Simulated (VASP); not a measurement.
Wanted: the native input for a VASP 6.6.1 run.

```yaml
Task: single point
Functional: r2SCAN
Potentials_or_basis: VASP PAW PBE potentials, release 64 (W_sv, Se)
Cutoff: 520 eV
k_mesh: 12 × 12 × 2
Occupations: gaussian, width 0.05 eV
Spin: no spin polarisation
Dipole_correction: no
Further_INCAR_settings: ALGO = Normal; EDIFF = 1e-07; NBANDS = 20
```

WSe2, a slab with vacuum:

```
W Se
1.0
     3.16839   -0.07361    0.18433
    -1.64795    2.78010   -0.09099
     0.92544    0.00682   15.91050
W Se
1 2
Cartesian
  -0.0366 0.0372 -0.0189
  0.1718 1.8804 1.6234
  0.7052 1.7469 14.3076
```

This cell differs from its parent crystal: atoms moved at random and the cell strained at random.

One way to write it, as run:

POSCAR

```
WSe2
1.0
    3.1683912536     -0.0736141138      0.1843277587
   -1.6479473194      2.7801034895     -0.0909871200
    0.9254417754      0.0068220577     15.9104968356
W Se
1 2
Direct
   -0.0043251593      0.0132692761     -0.0010626711
    0.3814904526      0.6862459040      0.1015360390
    0.2895013733      0.6338181532      0.8995266321
```

INCAR.step1

```
ALGO     = Normal         # electronic algorithm
EDIFF    = 1E-4           # SCF threshold, eV
ENCUT    = 520            # plane-wave cutoff, eV
GGA      = PE             # functional
ISMEAR   = 0              # smearing method
LASPH    = T              # aspherical terms in the spheres
LCHARG   = F              # write CHGCAR
LREAL    = F              # projectors in reciprocal space
LWAVE    = T              # write WAVECAR
NBANDS   = 20             # bands
NELM     = 60             # most SCF steps
PREC     = Accurate       # precision mode
SIGMA    = 0.05           # smearing width, eV
```

INCAR.step2

```
ALGO     = Normal         # electronic algorithm
EDIFF    = 1E-7           # SCF threshold, eV
ENCUT    = 520            # plane-wave cutoff, eV
ISIF     = 2              # what is computed and relaxed
ISMEAR   = 0              # smearing method
ISTART   = 1            
LASPH    = T              # aspherical terms in the spheres
LCHARG   = F              # write CHGCAR
LMIXTAU  = T            
LREAL    = F              # projectors in reciprocal space
LWAVE    = F              # write WAVECAR
METAGGA  = R2SCAN         # meta-GGA
NBANDS   = 20             # bands
NELM     = 60             # most SCF steps
PREC     = Accurate       # precision mode
SIGMA    = 0.05           # smearing width, eV
```

KPOINTS

```
k-points
0
Gamma
  12 12 2
```

Potentials or basis: VASP PAW PBE potentials, release 64 (W_sv, Se).

Command:

```console
$ cat potpaw_PBE.64/W_sv/POTCAR potpaw_PBE.64/Se/POTCAR > POTCAR
$ cp INCAR.step1 INCAR
$ mpirun -np 1 vasp_std > vasp.out
$ cp INCAR.step2 INCAR
$ mpirun -np 1 vasp_std > vasp.out
```

It gave:

```
Largest force          : 6.529 eV/Å
Band gap on the k mesh : 1.67 eV (least direct gap 1.81 eV)
```

Caveat: the cell differs from its parent crystal (atoms moved at random and the cell strained at random); the PAW data sets were made with another functional, which shifts forces and pressure a little; spin-orbit coupling is left out, which moves the levels of the heavy elements.

Run time: 11 min on 1 thread of Intel(R) Xeon(R) 6975P-C (Granite Rapids), with other jobs on the host, peak memory 0.54 GiB.
